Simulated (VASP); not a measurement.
Write the native input for VASP 6.6.1 that does the following.

| Property | Result |
| --- | --- |
| Task | single point |
| Functional | PBE |
| Potentials or basis | VASP PAW PBE potentials, release 64 (Zn, Se) |
| Cutoff | 520 eV |
| k mesh | 12 × 12 × 2 |
| Occupations | gaussian, width 0.1 eV |
| Spin | no spin polarisation |
| Dipole correction | no |
| Further INCAR settings | ALGO = Normal; EDIFF = 1e-06; NBANDS = 37 |

The structure of ZnSe7 lies in POSCAR:

```
ZnSe7
1.0
    3.8601865688      0.0000000000      0.0000000000
   -1.9300932844      3.3430196319      0.0000000000
    0.0000000000      0.0000000000     15.4536251403
Zn Se
1 7
Direct
    0.0000000000      0.0000000000      0.1463000764
    0.0000000000      0.0000000000      0.9755780645
    0.3333333333      0.6666666667      0.1988176941
    0.3333333333      0.6666666667      0.8756187291
    0.0000000000      0.0000000000      0.4946832131
    0.3333333333      0.6666666667      0.5943877722
    0.6666666667      0.3333333333      0.3966224112
    0.6666666667      0.3333333333      0.7769920394
```

These files were run (other wordings do the same):

INCAR

```
PREC = Accurate
ENCUT = 520
EDIFF = 1E-6
ISMEAR = 0
SIGMA = 0.1
LREAL = F
LASPH = T
NELM = 60
ALGO = Normal
ISIF = 2
LWAVE = F
LCHARG = F
GGA = PE
NBANDS = 37
```

KPOINTS

```
Automatic mesh
0
Gamma
  12 12 2
```

Potentials or basis: VASP PAW PBE potentials, release 64 (Zn, Se).

The run is started by

```sh
$ cat potpaw_PBE.64/Zn/POTCAR potpaw_PBE.64/Se/POTCAR > POTCAR
$ mpirun -np 1 vasp_std > vasp.out
```

It gave:

* Pressure: 0.5 GPa
* Largest force: 0.032 eV/Å
* Band gap on the k mesh: zero (bands 27 and 28 overlap by 0.04 eV)

Caveat: semilocal functionals underestimate gaps, and a narrow one can read as zero.

Wall time 3 min on 1 thread of Intel(R) Xeon(R) 6975P-C (Granite Rapids), with other jobs on the host, peak memory 0.46 GiB.
